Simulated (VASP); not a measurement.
# AgAu3 (Pm-3m) in VASP: notebook

The runs below take AgAu3 through single point, relaxation of volume and atoms at fixed shape, with LDA.

Everything below comes from runs of VASP 6.6.1. Logs are shortened: lines on timing, memory, paths and dates and some standing lists are left out, and cuts for length are marked.

### 1 The cell of the first run

Symmetry: Pm-3m, No. 221, cubic system. The conventional cell has a = 4.034 Å, b = 4.034 Å, c = 4.034 Å, α = 90.00°, β = 90.00°, γ = 90.00°. Within 3.8 Å of Ag (site symmetry m-3m) lie 12 Au at 2.85 Å. Au (site symmetry 4/mmm) has 4 Ag at 2.85 Å and 8 Au at 2.85 Å within 3.8 Å.

### 2 Single point, LDA

The input, INCAR:

```
PREC = Accurate
ENCUT = 520
EDIFF = 1E-7
ISMEAR = -1
SIGMA = 0.1
LREAL = F
LASPH = T
NELM = 60
ALGO = Normal
ISIF = 2
LWAVE = F
LCHARG = F
GGA = CA
NBANDS = 30
```

The input, KPOINTS:

```
Automatic mesh
0
Gamma
  6 6 6
```

The input, POSCAR:

```
AgAu3
1.0
    4.0342472450      0.0000000000      0.0000000000
    0.0000000000      4.0342472450      0.0000000000
    0.0000000000      0.0000000000      4.0342472450
Ag Au
1 3
Direct
    0.5000000000      0.5000000000      0.5000000000
    0.5000000000      0.0000000000      0.0000000000
    0.0000000000      0.5000000000      0.0000000000
    0.0000000000      0.0000000000      0.5000000000
```

Potentials or basis: VASP PAW LDA potentials, release 64 (Ag, Au).

Run with:

```bash
$ cat potpaw_LDA.64/Ag/POTCAR potpaw_LDA.64/Au/POTCAR > POTCAR
$ mpirun -np 1 vasp_std > vasp.out
```

OUTCAR:

```text
PREC = Accurate
   ENCUT = 520
   EDIFF = 1E-7
   ISMEAR = -1
   LREAL = F
   LASPH = T
   NELM = 60
   ISIF = 2
   GGA = CA

 ion  position               nearest neighbor table
   1  0.500  0.500  0.500-   2 2.85   3 2.85   4 2.85   2 2.85   3 2.85   2 2.85   4 2.85   2 2.85
                             3 2.85   4 2.85   3 2.85   4 2.85
   2  0.500  0.000  0.000-   1 2.85   3 2.85   4 2.85   1 2.85   4 2.85   1 2.85   3 2.85   1 2.85
                             3 2.85   4 2.85   4 2.85   3 2.85
   3  0.000  0.500  0.000-   1 2.85   2 2.85   4 2.85   1 2.85   4 2.85   2 2.85   4 2.85   4 2.85
                             1 2.85   2 2.85   1 2.85   2 2.85
   4  0.000  0.000  0.500-   1 2.85   2 2.85   3 2.85   2 2.85   3 2.85   1 2.85   3 2.85   3 2.85
                             1 2.85   2 2.85   2 2.85   1 2.85

  LATTYP: Found a simple cubic cell.
 ALAT       =     4.0342472450

  Lattice vectors:

 A1 = (   4.0342472450,   0.0000000000,   0.0000000000)
 A2 = (   0.0000000000,   4.0342472450,   0.0000000000)
 A3 = (   0.0000000000,   0.0000000000,   4.0342472450)

Analysis of symmetry for initial positions (statically):
=====================================================================
 Subroutine PRICEL returns:
 Original cell was already a primitive cell.

 Routine SETGRP: Setting up the symmetry group for a
 simple cubic supercell.

 Subroutine GETGRP returns: Found 48 space group operations
 (whereof 48 operations were pure point group operations)
 out of a pool of 48 trial point group operations.

The static configuration has the point symmetry O_h .

Analysis of symmetry for dynamics (positions and initial velocities):
=====================================================================
 Subroutine PRICEL returns:
 Original cell was already a primitive cell.

 Routine SETGRP: Setting up the symmetry group for a
 simple cubic supercell.

 Subroutine GETGRP returns: Found 48 space group operations
 (whereof 48 operations were pure point group operations)
 out of a pool of 48 trial point group operations.

The dynamic configuration has the point symmetry O_h .

 Subroutine INISYM returns: Found 48 space group operations
 (whereof 48 operations are pure point group operations),
 and found     1 'primitive' translations

----------------------------------------------------------------------------------------

                                     Primitive cell

  volume of cell :      65.6580

  direct lattice vectors                    reciprocal lattice vectors
     4.034247245  0.000000000  0.000000000     0.247877718  0.000000000  0.000000000
     0.000000000  4.034247245  0.000000000     0.000000000  0.247877718  0.000000000
     0.000000000  0.000000000  4.034247245     0.000000000  0.000000000  0.247877718

  length of vectors
     4.034247245  4.034247245  4.034247245     0.247877718  0.247877718  0.247877718

  position of ions in fractional coordinates (direct lattice)
     0.500000000  0.500000000  0.500000000
     0.500000000  0.000000000  0.000000000
     0.000000000  0.500000000  0.000000000
     0.000000000  0.000000000  0.500000000

  ion indices of the primitive-cell ions
   primitive index   ion index
                 1           1
                 2           2
                 3           3
                 4           4

----------------------------------------------------------------------------------------

 KPOINTS: Automatic mesh

Automatic generation of k-mesh.
 Grid dimensions read from file:
 generate k-points for:    6    6    6

 Generating k-lattice:

  Cartesian coordinates                     Fractional coordinates (reciprocal lattice)
     0.041312953  0.000000000  0.000000000     0.166666667  0.000000000  0.000000000
     0.000000000  0.041312953  0.000000000     0.000000000  0.166666667  0.000000000
     0.000000000  0.000000000  0.041312953     0.000000000  0.000000000  0.166666667

  Length of vectors
     0.041312953  0.041312953  0.041312953

  Shift w.r.t. Gamma in fractional coordinates (k-lattice)
     0.000000000  0.000000000  0.000000000

 Subroutine IBZKPT returns following result:
 ===========================================

 Found     20 irreducible k-points:

 Following reciprocal coordinates:
            Coordinates               Weight
  0.000000  0.000000  0.000000      1.000000
  0.166667  0.000000  0.000000      6.000000
  0.333333  0.000000  0.000000      6.000000
  0.500000  0.000000  0.000000      3.000000
  0.166667  0.166667  0.000000     12.000000
  0.333333  0.166667  0.000000     24.000000
[... 12 lines left out ...]
  0.500000  0.500000  0.333333      6.000000
  0.500000  0.500000  0.500000      1.000000
   k-points           NKPTS =     20   k-points in BZ     NKDIM =     20   number of bands    NBANDS=     30
   number of dos      NEDOS =    301   number of ions     NIONS =      4
   total plane-waves  NPLWV =  27000
   dimension x,y,z NGX =    30 NGY =   30 NGZ =   30
   dimension x,y,z NGXF=    60 NGYF=   60 NGZF=   60
   ions per type =               1   3
   NGX,Y,Z   is equivalent  to a cutoff of  12.36, 12.36, 12.36 a.u.
   NGXF,Y,Z  is equivalent  to a cutoff of  24.73, 24.73, 24.73 a.u.
 SYSTEM =  unknown system
   PREC   = accura    normal or accurate (medium, high low for compatibility)
   ISTART =      0    job   : 0-new  1-cont  2-samecut
   ICHARG =      2    charge: 1-file 2-atom 10-const
   ISPIN  =      1    spin polarized calculation?
   LNONCOLLINEAR =      F non collinear calculations
   LSORBIT =      F    spin-orbit coupling
   LASPH  =      T    aspherical Exc in radial PAW
   ENCUT  =  520.0 eV  38.22 Ry    6.18 a.u.   7.50  7.50  7.50*2*pi/ulx,y,z
   NELM   =     60;   NELMIN=  2; NELMDL= -5     # of ELM steps
   EDIFF  = 0.1E-06   stopping-criterion for ELM
   LREAL  =      F    real-space projection
   EDIFFG = 0.1E-05   stopping-criterion for IOM
   NSW    =      0    number of steps for IOM
   IBRION =     -1    ionic relax: 0-MD 1-quasi-New 2-CG
   NFREE  =      0    steps in history (QN), initial steepest desc. (CG)
   ISIF   =      2    stress and relaxation
   ISYM   =      2    0-nonsym 1-usesym 2-fastsym
   POTIM  = 0.5000    time-step for ionic-motion
   TEBEG  =    0.0;   TEEND  =   0.0 temperature during run
   PSTRESS=    0.0 pullay stress
   NELECT =      44.0000    total number of electrons
   NUPDOWN=      -1.0000    fix difference up-down
   EMIN   =  10.00;   EMAX   =-10.00  energy-range for DOS
   EFERMI =   0.00;   METHOD = LEGACY
   ISMEAR =    -1;   SIGMA  =   0.10  broadening in eV -4-tet -1-fermi 0-gaus
   EFERMI_NEDOS =   21; number of points for ismear=-14 and -15
   IALGO  =     38    algorithm
   IMIX   =      4    mixing-type and parameters
     AMIX     =   0.40;   BMIX     =  1.00
     AMIX_MAG =   1.60;   BMIX_MAG =  1.00
  volume/ion in A,a.u.               =      16.41       110.77
  Fermi-wavevector in a.u.,A,eV,Ry     =   1.432616  2.707252 27.924453  2.052389
  Thomas-Fermi vector in A             =   2.552224
   LORBIT       =      0    0 simple, 1 ext, 2 COOP (PROOUT), +10 PAW based schemes
   GGA     = CA    functional components
   LHFCALC =     F    Hartree Fock is set to
   AEXX    =    0.0000 exact exchange contribution
   IVDW    =     0    specifies the selected vdW correction
   LEPSILON=     F    determine dielectric tensor
   LRPA    =     F    only Hartree local field effects (RPA)
 non-spin polarized calculation
  energy-cutoff  :      520.00
  volume of cell :       65.66
 maximum number of plane-waves:      1800
   NGX = 15   NGY = 15   NGZ = 15

 number of electron      43.9999992 magnetization

 Free energy of the ion-electron system (eV)
  ---------------------------------------------------
  ext. energy  EPLUGINS =         0.00000000
  ---------------------------------------------------
  free energy    TOTEN  =       -17.29980231 eV

  energy without entropy =      -17.25089102  energy(sigma->0) =      -17.27534667

 E-fermi :   9.6021     XC(G=0): -13.1064

 val. band max:        9.5789563619   @ k =   0.3333   0.3333   0.0000
 cond. band min:       9.7331274051   @ k =   0.3333   0.3333   0.1667
 fundamental gap:      0.1541710433
 Fermi energy:         9.6020565816

 k-point     1 :       0.0000    0.0000    0.0000
  band No.  band energies     occupation
      1      -0.2165      2.00000
      2       2.3461      2.00000
      3       2.4126      2.00000
      4       2.4126      2.00000
      5       2.6615      2.00000
      6       2.6615      2.00000
[... 22 lines left out ...]
     29      19.7464      0.00000
     30      19.7464      0.00000

 k-point     2 :       0.1667    0.0000    0.0000
  band No.  band energies     occupation
      1       0.1061      2.00000
      2       2.5032      2.00000
      3       2.5700      2.00000
      4       2.6281      2.00000
      5       2.7778      2.00000
      6       2.8419      2.00000
[... 22 lines left out ...]
     29      19.3063      0.00000
     30      19.4266      0.00000

 k-point     3 :       0.3333    0.0000    0.0000
  band No.  band energies     occupation
      1       1.0000      2.00000
      2       2.7024      2.00000
      3       3.0519      2.00000
      4       3.1057      2.00000
      5       3.1619      2.00000
      6       3.3787      2.00000
[... 22 lines left out ...]
     29      18.8168      0.00000
     30      19.4501      0.00000

 k-point     4 :       0.5000    0.0000    0.0000
  band No.  band energies     occupation
      1       1.8876      2.00000
      2       2.5211      2.00000
      3       3.3782      2.00000
      4       3.5112      2.00000
      5       3.5250      2.00000
      6       3.6807      2.00000
[... 22 lines left out ...]
     29      18.6051      0.00000
     30      19.3821      0.00000

 k-point     5 :       0.1667    0.1667    0.0000
  band No.  band energies     occupation
      1       0.4137      2.00000
      2       2.6948      2.00000
      3       2.7230      2.00000
      4       2.7360      2.00000
      5       2.9392      2.00000
      6       2.9589      2.00000
[... 22 lines left out ...]
     29      19.8982      0.00000
     30      19.9594      0.00000
[... 394 lines left out ...]
     29      23.3278      0.00000
     30      23.3653      0.00000

 k-point    18 :       0.5000    0.3333    0.3333
  band No.  band energies     occupation
      1       2.2392      2.00000
      2       2.3987      2.00000
      3       2.6276      2.00000
      4       2.8546      2.00000
      5       4.3479      2.00000
      6       4.3692      2.00000
[... 22 lines left out ...]
     29      23.8536      0.00000
     30      23.8731      0.00000

 k-point    19 :       0.5000    0.5000    0.3333
  band No.  band energies     occupation
      1       2.2794      2.00000
      2       2.2794      2.00000
      3       2.2926      2.00000
      4       2.6708      2.00000
      5       4.5915      2.00000
      6       4.5987      2.00000
[... 22 lines left out ...]
     29      24.0118      0.00000
     30      24.0551      0.00000

 k-point    20 :       0.5000    0.5000    0.5000
  band No.  band energies     occupation
      1       2.1023      2.00000
      2       2.1023      2.00000
      3       2.1023      2.00000
      4       2.4860      2.00000
      5       4.6654      2.00000
      6       4.6654      2.00000
[... 22 lines left out ...]
     29      23.7730      0.00000
     30      23.8934      0.00000

------------------------ aborting loop because EDIFF is reached ----------------------------------------

  FORCE on cell =-STRESS in cart. coord.  units (eV):
  Direction    XX          YY          ZZ          XY          YZ          ZX
  --------------------------------------------------------------------------------------
  -------------------------------------------------------------------------------------
  Total        0.1439833      0.1439833      0.1439833      0.0000000     -0.0000000      0.0000000
  in kB        3.5134623      3.5134623      3.5134623      0.0000000     -0.0000000      0.0000000
  external PRESSURE =       3.5134623 kB  Pullay stress =       0.0000000 kB

 VOLUME and BASIS-vectors are now :
 -----------------------------------------------------------------------------
  energy-cutoff  :      520.00
  volume of cell :       65.66
      direct lattice vectors                 reciprocal lattice vectors
     4.034247245  0.000000000  0.000000000     0.247877718  0.000000000  0.000000000
     0.000000000  4.034247245  0.000000000     0.000000000  0.247877718  0.000000000
     0.000000000  0.000000000  4.034247245     0.000000000  0.000000000  0.247877718

 POSITION                                       TOTAL-FORCE (eV/Angst)
 -----------------------------------------------------------------------------------
      2.01712      2.01712      2.01712         0.000000      0.000000      0.000000
      2.01712      0.00000      0.00000         0.000000      0.000000      0.000000
      0.00000      2.01712      0.00000         0.000000      0.000000      0.000000
      0.00000      0.00000      2.01712         0.000000      0.000000      0.000000
 -----------------------------------------------------------------------------------
    total drift:                                0.000000     -0.000000      0.000000

  FREE ENERGIE OF THE ION-ELECTRON SYSTEM (eV)
  ---------------------------------------------------
  free  energy   TOTEN  =       -17.2998023149 eV

  energy  without entropy=      -17.2508910162  energy(sigma->0) =      -17.27534667
```

Run time: 20 s. Hardware: 1 thread of Intel Xeon Platinum 8559C (Emerald Rapids), shared host; peak memory 0.16 GiB.

What came out:

- Free energy: -17.2998 eV
- Pressure: 0.4 GPa
- Band gap on the k mesh: zero (band 22 reaches 10.73 eV, above the bottom of band 23 at 8.64 eV)

Levels at points of the mesh, in eV from the Fermi level:
```tsv
k point	band 20	band 21	band 22	band 23	band 24	band 25
(0.00, 0.00, 0.00)	-1.63	-1.63	1.04	1.04	1.04	5.80
(0.50, 0.00, 0.00)	-2.66	-2.18	-1.63	5.00	5.91	6.07
(0.50, 0.50, 0.00)	-3.24	-0.94	-0.20	-0.20	-0.04	8.65
(0.50, 0.50, 0.50)	-1.97	-1.11	-0.97	-0.97	-0.97	2.95
```

Caveat: spin-orbit coupling is left out, which moves the levels of the heavy elements.

### 3 Relaxation of volume and atoms at fixed shape, LDA

This run uses another cell than the first one, of 17.50 Å³/atom, 1.066 times its volume.

The input, INCAR:

```
SYSTEM = AgAu3
  ALGO = Normal
  EDIFF = 1E-7
  EDIFFG = -0.02
  ENCUT = 600
  GGA = CA
  IBRION = 2
  ISIF = 8
  ISMEAR = -1
  LASPH = .TRUE.
  LCHARG = .FALSE.
  LREAL = .FALSE.
  LWAVE = .FALSE.
  NELM = 60
  NSW = 80
  PREC = Accurate
  SIGMA = 0.1
```

The input, KPOINTS:

```
k-points
0
G
  6 6 6
  0 0 0
```

The input, POSCAR:

```
AgAu3
1.0
    4.1216320000      0.0000000000      0.0000000000
    0.0000000000      4.1216320000      0.0000000000
    0.0000000000      0.0000000000      4.1216320000
Ag Au
1 3
Direct
    0.5000000000      0.5000000000      0.5000000000
    0.5000000000      0.0000000000      0.0000000000
    0.0000000000      0.5000000000      0.0000000000
    0.0000000000      0.0000000000      0.5000000000
```

Potentials or basis: VASP PAW LDA potentials, release 64 (Ag, Au).

Run with:

```bash
$ cat potpaw_LDA.64/Ag/POTCAR potpaw_LDA.64/Au/POTCAR > POTCAR
$ mpirun -np 1 vasp_std > vasp.out
```

Wall time 71 s (1 thread of Intel Xeon Platinum 8559C (Emerald Rapids), shared host); peak memory 0.2 GiB.

The run converged. Its results:

- Free energy: -17.3004 eV
- Relaxed volume: 16.46 Å³/atom
- Relaxed cell: a = 4.038 Å, b = 4.038 Å, c = 4.038 Å, α = 90.00°, β = 90.00°, γ = 90.00°
- Space group after relaxing (to 0.05 Å): Pm-3m (No. 221)
- Energy gained by relaxing: 32.8 meV/atom
- Ionic steps: 4
- Pressure after relaxing: 0.0 GPa
- Band gap on the k mesh: zero (band 22 reaches 10.68 eV, above the bottom of band 23 at 8.60 eV)

The path:
| step | energy change (eV) | largest force (eV/Å) | pressure (GPa) | volume (Å³) |
| --- | --- | --- | --- | --- |
| 1 | 0.0000 | 0.0000 | -9.33 | 70.02 |
| 2 | 0.2005 | 0.0000 | 20.81 | 60.18 |
| 3 | -0.1310 | 0.0000 | -0.26 | 65.92 |
| 4 | -0.1310 | 0.0000 | -0.04 | 65.84 |

Final structure:
```xyz
4
Lattice="4.0379 0.0000 0.0000 0.0000 4.0379 0.0000 0.0000 0.0000 4.0379" Properties=species:S:1:pos:R:3 pbc="T T T"
Ag    2.0189    2.0189    2.0189
Au    2.0189    0.0000    0.0000
Au    0.0000    2.0189    0.0000
Au    0.0000    0.0000    2.0189
```

Levels at points of the mesh, in eV from the Fermi level:
```tsv
k point	band 20	band 21	band 22	band 23	band 24	band 25
(0.00, 0.00, 0.00)	-1.63	-1.63	1.04	1.04	1.04	5.78
(0.50, 0.00, 0.00)	-2.65	-2.18	-1.63	4.99	5.90	6.06
(0.50, 0.50, 0.00)	-3.23	-0.94	-0.20	-0.20	-0.04	8.64
(0.50, 0.50, 0.50)	-1.97	-1.10	-0.95	-0.95	-0.95	2.93
```

Caveat: spin-orbit coupling is left out, which moves the levels of the heavy elements.
